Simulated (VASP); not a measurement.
Here is a VASP 6.6.1 calculation.

Contents of POSCAR:

```
Al2Ag3
1.0
    2.9263865524      0.0000000000      0.0000000000
   -1.4631932762      2.5343250957      0.0000000000
    0.0000000000      0.0000000000     23.8552088600
Ag Al
3 2
Direct
    0.6666666667      0.3333333333      0.3143967443
    0.6666666667      0.3333333333      0.5010565551
    0.6666666667      0.3333333333      0.6850880473
    0.0000000000      0.0000000000      0.4071983721
    0.0000000000      0.0000000000      0.5947322044
```

The input INCAR.step1:

```
PREC = Accurate
ENCUT = 520
ISMEAR = -1
SIGMA = 0.05
LREAL = F
LASPH = T
NELM = 100
LDIPOL = T
IDIPOL = 3
DIPOL = 0.5 0.5 0.500
NBANDS = 28
GGA = PE
ALGO = Normal
EDIFF = 1E-4
LWAVE = T
LCHARG = F
```

The input INCAR.step2:

```
PREC = Accurate
ENCUT = 520
EDIFF = 1E-6
ISMEAR = -1
SIGMA = 0.05
LREAL = F
LASPH = T
NELM = 100
ALGO = Normal
ISIF = 2
LWAVE = F
LCHARG = T
LDIPOL = T
IDIPOL = 3
DIPOL = 0.5 0.5 0.500
METAGGA = R2SCAN
LMIXTAU = T
LELF = T
LVHAR = T
LVACPOTAV = T
NBANDS = 28
ISTART = 1
```

File KPOINTS:

```
Automatic mesh
0
Gamma
  10 10 1
```

Potentials or basis: VASP PAW PBE potentials, release 64 (Ag, Al).

Command:

```sh
$ cat potpaw_PBE.64/Ag/POTCAR potpaw_PBE.64/Al/POTCAR > POTCAR
$ cp INCAR.step1 INCAR
$ mpirun -np 1 vasp_std > vasp.out
$ cp INCAR.step2 INCAR
$ mpirun -np 1 vasp_std > vasp.out
```

Task: What does it give for the largest force?

Result: 0.173 eV/Å.

Forces on the atoms (eV/Å):
```
Ag   0.000  0.000  0.173
Ag   0.000  0.000  0.002
Ag   0.000  0.000 -0.015
Al   0.000  0.000 -0.164
Al   0.000  0.000  0.004
```

Caveat: the PAW data sets were made with another functional, which shifts forces and pressure a little.
